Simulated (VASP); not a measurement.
## KF: single point with PBEsol

KF:

```
K F
1.0
     3.26085   -0.07790   -0.07790
    -0.07790    3.26085   -0.07790
    -0.07790   -0.07790    3.26085
K F
1 1
Cartesian
  0.0000 0.0000 0.0000
  1.5525 1.5525 1.5525
```

This cell differs from its parent crystal: ratio of the length along [111] to the lengths across it x 0.93, volume and fractional coordinates fixed.

* Program: VASP 6.6.1
* Task: single point
* Functional: PBEsol
* Potentials or basis: VASP PAW PBE potentials, release 64 (K_sv, F)
* Cutoff: 520 eV
* k mesh: 8 × 8 × 8
* Occupations: gaussian, width 0.05 eV
* Spin: no spin polarisation

- Pressure: -2.2 GPa
- Band gap on the k mesh: 6.09 eV (least direct gap 6.14 eV)

Stress tensor (GPa, compression positive):
```
-2.19  0.35  0.35
 0.35 -2.19  0.35
 0.35  0.35 -2.19
```

Levels at points of the mesh, in eV from the valence-band top:
| k point | band 6 | band 7 | band 8 | band 9 | band 10 | band 11 |
| --- | --- | --- | --- | --- | --- | --- |
| (0.00, 0.00, 0.00) | -0.05 | -0.05 | -0.04 | 6.09 | 8.25 | 8.25 |
| (0.50, 0.00, 0.00) | -1.25 | -0.23 | -0.12 | 9.22 | 9.27 | 10.70 |
| (0.50, 0.50, 0.00) | -0.66 | -0.57 | 0.00 | 8.39 | 8.87 | 11.78 |
| (0.50, 0.50, 0.50) | -1.06 | -1.06 | -1.05 | 10.15 | 10.15 | 10.92 |

Wall time 28 s on 1 thread of Intel Xeon 8259CL, on a shared host, peak memory 0.16 GiB.

Caveat: the PAW data sets were made with another functional, which shifts forces and pressure a little. A k mesh can miss the band edges.
